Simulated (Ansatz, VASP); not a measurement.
## MgB2 in VASP and in Ansatz

INCAR

```
PREC = Accurate
ENCUT = 520
EDIFF = 1E-6
ISMEAR = 0
SIGMA = 0.1
LREAL = False
LASPH = True
NELM = 100
ALGO = Normal
ISIF = 2
LWAVE = False
LCHARG = True
GGA = PE
LELF = True
LVHAR = True
NBANDS = 11
```

KPOINTS

```
regular mesh
0
Gamma
  15 15 12
```

POSCAR

```
MgB2
1.0
    3.0850000000      0.0000000000      0.0000000000
   -1.5425000000      2.6716883707      0.0000000000
    0.0000000000      0.0000000000      3.5230000000
Mg B
1 2
Direct
    0.0000000000      0.0000000000      0.0000000000
    0.3333333333      0.6666666667      0.5000000000
    0.6666666667      0.3333333333      0.5000000000
```

Input for Ansatz:

```yaml
crystal:
  lattice:
    - [3.085, 0.0, 0.0]
    - [-1.5425, 2.6716883707, 0.0]
    - [0.0, 0.0, 3.523]
  atoms:
    - { symbol: Mg, position: [0.0, 0.0, 0.0] }
    - { symbol: B, position: [0.3333333333, 0.6666666667, 0.5] }
    - { symbol: B, position: [0.6666666667, 0.3333333333, 0.5] }
basis:
  ecutwfc: 420
kpoints:
  mp_grid: { grid: [15, 15, 12] }
hamiltonian:
  xc: pbe
scf:
  occupations: { method: gaussian, width: 0.1 }
output:
  forces: true
  stress: true
  eigenvalues: true
```

Alike in both runs: task single point; functional PBE; k mesh 15 × 15 × 12; occupations gaussian, width 0.1 eV; no spin polarisation.

|  | VASP | Ansatz |
| --- | --- | --- |
| version | VASP 6.6.1 | Ansatz 0.2.0 |
| potentials or method | VASP PAW PBE potentials, release 64 (Mg, B), cutoff 520 eV | scalar-relativistic, plane waves, PAW |
| valence electrons in the cell | 8 | 16 |

```tsv
	VASP	Ansatz	Ansatz less VASP
gap on the k mesh at the Fermi level (eV)	none	none	-
pressure (GPa)	-1.3	-1.1	+0.26
traceless stress, the component that is largest in VASP (GPa)	1.20	1.33	+0.131
```

A gap of «none» marks a metal or a gap that the smearing closes. The functional is the same, so the differences come from potentials, cutoffs and numerics. VASP's potentials hold 8 valence electrons a cell and Ansatz's 16, so a difference there can come from the potentials and not from the codes.
